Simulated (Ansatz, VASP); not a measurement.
## Two plane-wave programs on B

File POSCAR:

```
B
1.0
    1.8852400000      0.0000000000      0.0000000000
    0.0000000000      1.8852400000      0.0000000000
    0.0000000000      0.0000000000      1.8852400000
B
1
Direct
    0.5000000000      0.5000000000      0.5000000000
```

File INCAR.step1:

```
PREC = Accurate
ENCUT = 520
EDIFF = 1E-5
ISMEAR = -1
SIGMA = 0.05
LREAL = F
LASPH = T
NELM = 100
ALGO = Normal
ISIF = 2
LWAVE = T
LCHARG = F
GGA = PE
NBANDS = 8
```

Contents of INCAR.step2:

```
PREC = Accurate
ENCUT = 520
EDIFF = 1E-6
ISMEAR = -1
SIGMA = 0.05
LREAL = F
LASPH = T
NELM = 100
ALGO = Normal
ISIF = 2
LWAVE = F
LCHARG = F
GGA = PS
LHFCALC = T
AEXX = 0.25
HFSCREEN = 0.207
PRECFOCK = Normal
ISTART = 1
NBANDS = 8
```

Contents of KPOINTS:

```
regular mesh
0
Gamma
  7 7 7
```

Contents of input:

```
crystal:
  lattice:
    - [1.88524, 0.0, 0.0]
    - [0.0, 1.88524, 0.0]
    - [0.0, 0.0, 1.88524]
  atoms:
    - { symbol: B, position: [0.5, 0.5, 0.5] }
hamiltonian:
  xc:
    exchange: hjs_pbesol
    correlation: pbesol
    exx: { coeff: 0.25, omega: 0.207 }
  pseudopotentials: { kind: paw }
kpoints:
  mp_grid: { grid: [7, 7, 7] }
  band_path:
    path:
      - [[0.0, 0.0, 0.0], [0.0, 0.5, 0.0], [0.5, 0.5, 0.0], [0.0, 0.0, 0.0], [0.5, 0.5, 0.5], [0.0, 0.5, 0.0]]
      - [[0.5, 0.5, 0.0], [0.5, 0.5, 0.5]]
    npoints: 4
scf:
  occupations: { method: fermi_dirac, width: 0.05 }
  n_extra_bands: 6
output:
  forces: true
  stress: true
  eigenvalues: true
  fatbands: false
```

Alike in both runs: functional PBEsol-based screened hybrid with a share of 0.25 of exact exchange and HFSCREEN = 0.207; k mesh 7 × 7 × 7; occupations fermi-dirac, width 0.05 eV; no spin polarisation.

```csv
,VASP,Ansatz
version,VASP 6.6.1,Ansatz 0.2.0
potentials or method,"VASP PAW PBE potentials, release 64 (B)",Ansatz PAW
plane-wave cutoff (eV),520,420
valence electrons in the cell,3,3
task,single point,band structure
```

```tsv
	VASP	Ansatz	Ansatz less VASP
gap on the k mesh at the Fermi level (eV)	none	none	-
pressure (GPa)	-6.4	-6.5	-0.10
```

VASP's potentials were made for PBE, not for PBEsol-based screened hybrid. A gap of «none» marks a metal or a gap that the smearing closes. The functional is the same, so the differences come from potentials, cutoffs and numerics.

The k mesh is coarse, so the values compare programs but aren't converged.
